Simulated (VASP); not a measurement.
# ReOs (Cm) in VASP: a series of runs

ReOs is run at these levels: LDA; tasks: electric field gradients.

Program: VASP 6.6.1. These are calculated values, not measurements. Logs are shortened: lines on timing, memory, paths and dates and some standing lists are left out, and cuts for length are marked.

### 1 The cell of the first run

It takes space group Cm (No. 8, monoclinic). The conventional cell has a = 4.776 Å, b = 2.757 Å, c = 4.382 Å, α = 90.00°, β = 90.00°, γ = 90.00°. Within 2.5 Å of Re (site symmetry m) lie 3 Os at 1.90 to 2.42 Å. Os (site symmetry m) has 3 Re at 1.90 to 2.42 Å within 2.5 Å.

### 2 Electric field gradients, LDA (shortest bond scaled by 0.7)

Contents of INCAR:

```
SYSTEM = ReOs
  ALGO = Normal
  EDIFF = 1E-8
  ENCUT = 420
  GGA_COMPAT = .False.
  ISIF = 2
  ISMEAR = -1
  LASPH = .True.
  LCHARG = .False.
  LEFG = .True.
  LREAL = .False.
  LWAVE = .False.
  NBANDS = 22
  NELM = 120
  PREC = Accurate
  SIGMA = 0.05
```

Contents of KPOINTS:

```
k-points
0
Gamma
  12 12 7
  0 0 0
```

Contents of POSCAR:

```
ReOs
1.0
    2.7573303527      0.0000000000      0.0000000000
   -1.3786651764      2.3879181321      0.0000000000
    0.0000000000      0.0000000000      4.3824281800
Re Os
1 1
Direct
    0.5666666667      0.2833333333      0.4250000000
    0.1000000000      0.0500000000      0.0750000000
```

Potentials or basis: VASP PAW LDA potentials, release 64 (Re_sv_GW, Os_sv_GW).

Run with:

```sh
cat potpaw_LDA.64/Re_sv_GW/POTCAR potpaw_LDA.64/Os_sv_GW/POTCAR > POTCAR
mpirun -np 1 vasp_std > vasp.out
```

OUTCAR:

```text
SYSTEM = ReOs
   EDIFF = 1E-8
   ENCUT = 420
   ISIF = 2
   ISMEAR = -1
   LASPH = .True.
   LREAL = .False.
   NELM = 120
   PREC = Accurate

 ion  position               nearest neighbor table
   1  0.567  0.283  0.425-   2 1.90   2 2.42   2 2.42   2 3.06
   2  0.100  0.050  0.075-   1 1.90   1 2.42   1 2.42   1 3.06

  LATTYP: Found a hexagonal cell.
 ALAT       =     2.7573303527
 C/A-ratio  =     1.5893736402

  Lattice vectors:

 A1 = (   2.7573303527,   0.0000000000,   0.0000000000)
 A2 = (  -1.3786651764,   2.3879181321,   0.0000000000)
 A3 = (   0.0000000000,   0.0000000000,   4.3824281800)

Analysis of symmetry for initial positions (statically):
=====================================================================
 Subroutine PRICEL returns:
 Original cell was already a primitive cell.

 Routine SETGRP: Setting up the symmetry group for a
 hexagonal supercell.

 Subroutine GETGRP returns: Found  2 space group operations
 (whereof  2 operations were pure point group operations)
 out of a pool of 24 trial point group operations.

The static configuration has the point symmetry C_1h.

Analysis of symmetry for dynamics (positions and initial velocities):
=====================================================================
 Subroutine PRICEL returns:
 Original cell was already a primitive cell.

 Routine SETGRP: Setting up the symmetry group for a
 hexagonal supercell.

 Subroutine GETGRP returns: Found  2 space group operations
 (whereof  2 operations were pure point group operations)
 out of a pool of 24 trial point group operations.

The dynamic configuration has the point symmetry C_1h.

 Subroutine INISYM returns: Found  2 space group operations
 (whereof  2 operations are pure point group operations),
 and found     1 'primitive' translations

----------------------------------------------------------------------------------------

                                     Primitive cell

  volume of cell :      28.8551

  direct lattice vectors                    reciprocal lattice vectors
     2.757330353  0.000000000  0.000000000     0.362669638  0.209387413  0.000000000
[... 117 lines left out ...]
 non-spin polarized calculation
  energy-cutoff  :      420.00
  volume of cell :       28.86
 maximum number of plane-waves:       578
   NGX =  9   NGY =  9   NGZ = 15

 number of electron      31.0000000 magnetization

 Free energy of the ion-electron system (eV)
  ---------------------------------------------------
  ext. energy  EPLUGINS =         0.00000000
  ---------------------------------------------------
  free energy    TOTEN  =       -22.41666618 eV

  energy without entropy =      -22.40569788  energy(sigma->0) =      -22.41118203

 E-fermi :  13.6753     XC(G=0): -14.2578

 val. band max:       13.6706688532   @ k =   0.5000   0.0000   0.2857
 cond. band min:      13.6802144639   @ k =   0.2500  -0.1667   0.2857
 fundamental gap:      0.0095456108
 Fermi energy:        13.6753455563

 k-point     1 :       0.0000    0.0000    0.0000
  band No.  band energies     occupation
      1     -73.0466      2.00000
      2     -66.6081      2.00000
      3     -34.6427      2.00000
      4     -32.4268      2.00000
      5     -32.2691      2.00000
      6     -28.5263      2.00000
[... 589 lines left out ...]
     21      23.4585      0.00000
     22      23.9111      0.00000

 [... further k-points ...]

------------------------ aborting loop because EDIFF is reached ----------------------------------------

  FORCE on cell =-STRESS in cart. coord.  units (eV):
  Direction    XX          YY          ZZ          XY          YZ          ZX
  --------------------------------------------------------------------------------------
  -------------------------------------------------------------------------------------
  Total       22.2230907     10.9993821     35.1997617      9.7200167      9.0758585     15.7198483
  in kB     1233.9341904    610.7392459   1954.4621437    539.7026534    503.9358533    872.8425119
  external PRESSURE =    1266.3785267 kB  Pullay stress =       0.0000000 kB

 VOLUME and BASIS-vectors are now :
 -----------------------------------------------------------------------------
  energy-cutoff  :      420.00
  volume of cell :       28.86
      direct lattice vectors                 reciprocal lattice vectors
     2.757330353  0.000000000  0.000000000     0.362669638  0.209387413  0.000000000
    -1.378665176  2.387918132  0.000000000     0.000000000  0.418774826  0.000000000
     0.000000000  0.000000000  4.382428180     0.000000000  0.000000000  0.228184002

 POSITION                                       TOTAL-FORCE (eV/Angst)
 -----------------------------------------------------------------------------------
      1.17187      0.67658      1.86253        10.510224      6.068081     25.299550
      0.20680      0.11940      0.32868       -10.510224     -6.068081    -25.299550
 -----------------------------------------------------------------------------------
    total drift:                               -0.000096     -0.000055      0.000151

  FREE ENERGIE OF THE ION-ELECTRON SYSTEM (eV)
  ---------------------------------------------------
  free  energy   TOTEN  =       -22.4166661765 eV

  energy  without entropy=      -22.4056978787  energy(sigma->0) =      -22.41118203

 Electric field gradients (V/A^2)
---------------------------------------------------------------------
 ion       V_xx      V_yy      V_zz      V_xy      V_xz      V_yz
---------------------------------------------------------------------
   1    -125.657  -109.562   235.219   -13.936   193.158   111.520
   2    -100.657   -92.049   192.706    -7.453   226.397   130.711
---------------------------------------------------------------------

 Electric field gradients after diagonalization (V/A^2)
 (convention: |V_zz| > |V_xx| > |V_yy|)
----------------------------------------------------------------------
 ion       V_xx      V_yy      V_zz     asymmetry (V_yy - V_xx)/ V_zz
----------------------------------------------------------------------
   1    -238.676  -101.517   340.193       0.403
   2    -256.946   -87.747   344.692       0.491
----------------------------------------------------------------------

           NMR quadrupolar parameters

 Cq : quadrupolar parameter    Cq=e*Q*V_zz/h
 eta: asymmetry parameters     (V_yy - V_xx)/ V_zz
 Q  : nuclear electric quadrupole moment in mb (millibarn)
----------------------------------------------------------------------
 ion       Cq(MHz)       eta       Q (mb)
----------------------------------------------------------------------
   1       0.823       0.403       1.000
   2       0.833       0.491       1.000
----------------------------------------------------------------------
```

OSZICAR:

```text
N       E                     dE             d eps       ncg     rms          rms(c)
DAV:   1     0.242201987129E+03    0.24220E+03   -0.18758E+04 13204   0.123E+03
DAV:   2    -0.150469976155E+02   -0.25725E+03   -0.24427E+03 14840   0.413E+02
DAV:   3    -0.237605027042E+02   -0.87135E+01   -0.86223E+01 14618   0.696E+01
DAV:   4    -0.238352479473E+02   -0.74745E-01   -0.74730E-01 13408   0.617E+00
DAV:   5    -0.238358955562E+02   -0.64761E-03   -0.64758E-03 14638   0.499E-01    0.208E+02
DAV:   6    -0.227040772511E+02    0.11318E+01   -0.19489E+00 14342   0.115E+01    0.110E+02
DAV:   7    -0.230241212508E+02   -0.32004E+00   -0.26758E+00 14042   0.143E+01    0.257E+01
DAV:   8    -0.224256917510E+02    0.59843E+00   -0.12257E+00 13598   0.120E+01    0.344E+00
DAV:   9    -0.224192183191E+02    0.64734E-02   -0.10449E-01 13334   0.260E+00    0.234E+00
DAV:  10    -0.224176152260E+02    0.16031E-02   -0.33125E-03 14522   0.497E-01    0.147E+00
DAV:  11    -0.224166818037E+02    0.93342E-03   -0.19602E-03 13808   0.410E-01    0.311E-01
DAV:  12    -0.224166756636E+02    0.61401E-05   -0.11282E-04 14552   0.901E-02    0.289E-01
DAV:  13    -0.224166734416E+02    0.22220E-05   -0.17166E-06 13652   0.118E-02    0.198E-01
DAV:  14    -0.224166664278E+02    0.70138E-05   -0.14652E-05 14024   0.334E-02    0.539E-02
DAV:  15    -0.224166662069E+02    0.22090E-06   -0.57029E-07 14514   0.604E-03    0.269E-02
DAV:  16    -0.224166661791E+02    0.27791E-07   -0.62955E-08 13892   0.215E-03    0.354E-03
DAV:  17    -0.224166661765E+02    0.25766E-08   -0.11047E-08  7558   0.933E-04
   1 F= -.22416666E+02 E0= -.22411182E+02  d E =-.109683E-01
```

stdout:

```text
POSCAR found type information on POSCAR ReOs
 POSCAR found :  2 types and       2 ions
 scaLAPACK will be used
 LDA part: xc-table for (Slater(with rela. corr.)+CA(PZ))
 , standard interpolation
 POSCAR, INCAR and KPOINTS ok, starting setup
 FFT: planning ... GRIDC
 FFT: planning ... GRID_SOFT
 FFT: planning ... GRID
 WAVECAR not read
 entering main loop
ion   1
     0.0000664     0.0805470     0.1331165    -0.2925607     0.2305646     0.0465038
     0.0000914     0.0805471     0.1331167    -0.2925606     0.2305648     0.0465039
     0.0001259     0.0805473     0.1331169    -0.2925602     0.2305653     0.0465040
     0.0001733     0.0805476     0.1331174    -0.2925597     0.2305661     0.0465042

     0.0000664    16.4662955   -97.1490372  -180.6349811  -168.2670684     9.5068200
     0.0000914    16.4715583   -97.0668753  -180.5046420  -168.1247598     9.5098585
     0.0001259    16.4808677   -96.9395775  -180.3034862  -167.9042734     9.5152333
     0.0001733    16.4969918   -96.7431779  -179.9943331  -167.5640994     9.5245425

ion   2
     0.0000668     0.3046904    -0.6473872    -1.5849730    -1.1213075     0.1759131
     0.0000920     0.3046905    -0.6473870    -1.5849728    -1.1213073     0.1759132
     0.0001268     0.3046907    -0.6473868    -1.5849724    -1.1213068     0.1759133
     0.0001746     0.3046910    -0.6473863    -1.5849716    -1.1213060     0.1759134

     0.0000668    10.5440452  -115.1868355  -146.9135560  -199.5094514     6.0876072
     0.0000920    10.5649426  -115.0938013  -146.7785536  -199.3483116     6.0996723
     0.0001268    10.5984615  -114.9499750  -146.5692779  -199.0991970     6.1190245
     0.0001746    10.6519033  -114.7285697  -146.2462562  -198.7157117     6.1498791
```

Run time: 2 min. Hardware: 1 thread of Intel Xeon Platinum 8259CL at 2.50GHz (Skylake/Cascade Lake), shared host; peak memory 0.25 GiB.

Results:

- Free energy: -22.4167 eV
- Pressure: 126.6 GPa
- Largest force: 28.060 eV/Å
- Band gap on the k mesh: zero (an odd number of electrons rules out a gap without spin polarisation)
- Largest electric field gradient by atom: Re +340.2; Os +344.7 V/Å²

Forces on the atoms (eV/Å):
```
Re   10.510   6.068  25.300
Os  -10.510  -6.068 -25.300
```

Electric field gradients, principal values (V/Å²):
| atom | least | middle | greatest (by size) |
| --- | --- | --- | --- |
| 1 Re | -101.517 | -238.676 | 340.193 |
| 2 Os | -87.747 | -256.946 | 344.692 |

Caveat: the cell differs from its parent crystal (shortest bond scaled by 0.7); atoms lie so close that the PAW spheres overlap strongly, which falsifies energies and pressures; the stress differs along the axes, from 61 to 195 GPa; without QUAD_EFG the Cq values of the log hold for a quadrupole moment of 1 mb, not for the nuclei; spin-orbit coupling is left out, which moves the levels of the heavy elements; forces of over 1 eV/Å act on the atoms, so gaps and moduli don't describe the material at rest.

[end of part 1 of 2]
